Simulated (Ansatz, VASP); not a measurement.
**Sb3Se in VASP and in Ansatz**

File INCAR:

```
ALGO = Normal
EDIFF = 1E-6
ENCUT = 520
GGA = PE
ISIF = 2
ISMEAR = 0
LASPH = True
LCHARG = False
LREAL = False
LWAVE = False
NBANDS = 31
NELM = 100
PREC = Accurate
SIGMA = 0.1
```

KPOINTS

```
k-points
0
Gamma
  3 3 4
```

The input POSCAR:

```
Sb3Se
1.0
    7.6853501800      0.0000000000      0.0000000000
   -3.8426750900      6.6557084900      0.0000000000
    0.0000000000      0.0000000000      6.1798518500
Sb Se
6 2
Direct
    0.3343100200      0.1671550100      0.7500000000
    0.8328449900      0.1671550100      0.7500000000
    0.8328449900      0.6656899800      0.7500000000
    0.6656899800      0.8328449900      0.2500000000
    0.1671550100      0.8328449900      0.2500000000
    0.1671550100      0.3343100200      0.2500000000
    0.6666666700      0.3333333300      0.2500000000
    0.3333333300      0.6666666700      0.7500000000
```

Input for Ansatz:

```yaml
crystal:
  lattice:
    - [7.68535018, 0.0, 0.0]
    - [-3.84267509, 6.65570849, 0.0]
    - [0.0, 0.0, 6.17985185]
  atoms:
    - { symbol: Sb, position: [0.33431002, 0.16715501, 0.75] }
    - { symbol: Sb, position: [0.83284499, 0.16715501, 0.75] }
    - { symbol: Sb, position: [0.83284499, 0.66568998, 0.75] }
    - { symbol: Sb, position: [0.66568998, 0.83284499, 0.25] }
    - { symbol: Sb, position: [0.16715501, 0.83284499, 0.25] }
    - { symbol: Sb, position: [0.16715501, 0.33431002, 0.25] }
    - { symbol: Se, position: [0.66666667, 0.33333333, 0.25] }
    - { symbol: Se, position: [0.33333333, 0.66666667, 0.75] }
basis:
  ecutwfc: 420
kpoints:
  mp_grid: { grid: [3, 3, 4] }
hamiltonian:
  xc: pbe
scf:
  occupations: { method: gaussian, width: 0.1 }
  lower_state_search: "off"
output:
  forces: true
  stress: true
  eigenvalues: true
```

Change from the starting cell: species swapped into the DyY3 type (P6_3/mmc, No. 194).

Alike in both runs: task single point; functional PBE; k mesh 3 × 3 × 4; occupations gaussian, width 0.1 eV; no spin polarisation.

|  | VASP | Ansatz |
| --- | --- | --- |
| version | VASP 6.6.1 | Ansatz 0.2.0 |
| potentials or method | VASP PAW PBE potentials, release 64 (Sb, Se), cutoff 520 eV | scalar-relativistic, plane waves, PAW |
| valence electrons in the cell | 42 | 122 |

VASP gave:

* gap on the k mesh at the Fermi level (eV): none
* pressure (GPa): -10.1
* traceless stress, the component that is largest in VASP (GPa): -0.38
* rms of the force components (eV/Å): 0.198

Q: Estimate Ansatz's values.

A: gap on the k mesh at the Fermi level (eV): none; pressure (GPa): -10.0; traceless stress, the component that is largest in VASP (GPa): -0.37; rms of the force components (eV/Å): 0.198.

Atom by atom the forces differ by 0.000 eV/Å (rms over components). A gap of «none» marks a metal or a gap that the smearing closes. VASP's potentials hold 42 valence electrons a cell and Ansatz's 122, so a difference there can come from the potentials and not from the codes.

Neither program's run includes spin-orbit coupling.
